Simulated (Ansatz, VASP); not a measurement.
KI in VASP and in Ansatz

The input INCAR:

```
SYSTEM = KI
PREC     = Accurate       ! precision mode
ENCUT    = 520            ! plane-wave cutoff, eV
EDIFF    = 1E-6           ! SCF threshold, eV
ISMEAR   = -1             ! smearing method
SIGMA    = 0.01           ! smearing width, eV
LREAL    = .False.        ! projectors in reciprocal space
LASPH    = .True.         ! aspherical terms in the spheres
NELM     = 80             ! most SCF steps
ALGO     = Normal         ! electronic algorithm
ISIF     = 2              ! what is computed and relaxed
LWAVE    = .False.        ! write WAVECAR
LCHARG   = .False.        ! write CHGCAR
GGA      = PS             ! functional
NBANDS   = 15             ! bands
```

Contents of KPOINTS:

```
regular mesh
0
Gamma
  8 8 8
  0 0 0
```

POSCAR

```
KI
1.0
    0.0000000000      3.5245500000      3.5597955000
    3.5245500000      0.0000000000      3.5597955000
    3.5245500000      3.5245500000      0.0000000000
K I
1 1
Direct
    0.0000000000      0.0000000000      0.0000000000
    0.5000000000      0.5000000000      0.5000000000
```

Input for Ansatz:

```yaml
crystal:
  lattice:
    - [0.0, 3.52455, 3.5597955]
    - [3.52455, 0.0, 3.5597955]
    - [3.52455, 3.52455, 0.0]
  atoms:
    - { symbol: K, position: [0.0, 0.0, 0.0] }
    - { symbol: I, position: [0.5, 0.5, 0.5] }
kpoints:
  mp_grid: { grid: [8, 8, 8] }
  band_path:
    path:
      - [0.0, 0.0, 0.0]
      - [0.0, 0.5, 0.5]
      - [0.25, 0.75, 0.5]
      - [0.0, 0.5, 0.0]
      - [0.0, 0.0, 0.0]
      - [0.5, 0.5, 0.0]
      - [0.3725370062, 0.6274629938, 0.0]
      - [-0.3725370062, 0.3725370062, 0.0]
      - [0.0, 0.0, 0.0]
    npoints: 5
scf:
  occupations: { method: fermi_dirac, width: 0.01 }
hamiltonian:
  xc: pbesol
  pseudopotentials: { kind: all_electron, lapw: { basis_error: 0.001 } }
output:
  forces: true
  stress: true
  eigenvalues: true
```

Change from the starting cell: zz strain of +1 %.

Alike in both runs: task single point; functional PBEsol; k mesh 8 × 8 × 8; occupations fermi-dirac, width 0.01 eV; no spin polarisation.

```csv
,VASP,Ansatz
version,VASP 6.6.1,Ansatz 0.2.0
potentials or method,"VASP PAW PBE potentials, release 64 (K_sv, I), cutoff 520 eV","all-electron LAPW, scalar-relativistic"
```

```tsv
	VASP	Ansatz	Ansatz less VASP
gap on the k mesh at the Fermi level (eV)	3.81	3.81	+0.005
pressure (GPa)	-0.3	-0.3	-0.04
traceless stress, the component that is largest in VASP (GPa)	-0.15	-0.14	+0.003
```

VASP's potentials were made for PBE, not for PBEsol. Ansatz ran all-electron here, and VASP with PAW potentials.

Spin-orbit coupling is off throughout.
